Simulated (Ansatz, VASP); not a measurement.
W: VASP beside Ansatz

The input INCAR:

```
SYSTEM = W
PREC = Accurate
ENCUT = 600
EDIFF = 1E-6
ISMEAR = 0
SIGMA = 0.1
LREAL = .False.
LASPH = .True.
NELM = 80
ALGO = Normal
ISIF = 3
LWAVE = .False.
LCHARG = .False.
GGA = PE
IBRION = 2
NSW = 90
EDIFFG = -0.04
```

KPOINTS

```
regular mesh
0
Gamma
  4 4 4
  0 0 0
```

File POSCAR:

```
W
1.0
    4.1992150753      0.0000000000      0.0000000000
    0.0000000000      4.1992150753      0.0000000000
    0.0000000000      0.0000000000      4.1992150753
W
4
Direct
    0.0300000000      0.0300000000      0.0300000000
    0.4700000000      0.9700000000      0.5300000000
    0.5300000000      0.4700000000      0.9700000000
    0.9700000000      0.5300000000      0.4700000000
```

Input for Ansatz:

```yaml
crystal:
  lattice:
    - [4.1992150753, 0.0, 0.0]
    - [0.0, 4.1992150753, 0.0]
    - [0.0, 0.0, 4.1992150753]
  atoms:
    - { symbol: W, position: [0.03, 0.03, 0.03] }
    - { symbol: W, position: [0.47, 0.97, 0.53] }
    - { symbol: W, position: [0.53, 0.47, 0.97] }
    - { symbol: W, position: [0.97, 0.53, 0.47] }
basis:
  ecutwfc: 420
kpoints:
  mp_grid: { grid: [4, 4, 4] }
hamiltonian:
  xc: pbe
scf:
  occupations: { method: gaussian, width: 0.1 }
  lower_state_search: "off"
output:
  forces: true
  stress: true
  eigenvalues: true
relax:
  adjacent_minimum: "off"
  f_tol: 0.04
  max_steps: 70
  cell: { stress_tol: 0.4 }
```

Alike in both runs: task relaxation of cell and atoms; functional PBE; k mesh 4 × 4 × 4; occupations gaussian, width 0.1 eV; no spin polarisation.

|  | VASP | Ansatz |
| --- | --- | --- |
| version | VASP 6.6.1 | Ansatz 0.2.0 |
| potentials or method | VASP PAW PBE potentials, release 64 (W_sv), cutoff 600 eV | scalar-relativistic, plane waves, PAW |
| valence electrons in the cell | 56 | 56 |

```csv
,VASP,Ansatz,Ansatz less VASP
"gap on the k mesh at the Fermi level, each at its own relaxed structure (eV)",none,none,-
relaxed volume (Å³/atom),16.50,16.48,-0.024
relaxed length of the cell vector where the two differ most in proportion (Å),4.042,4.040,-0.0020
```

A gap of «none» marks a metal or a gap that the smearing closes.

The k mesh is coarse, so the values compare programs but aren't converged. Spin-orbit coupling is off throughout.
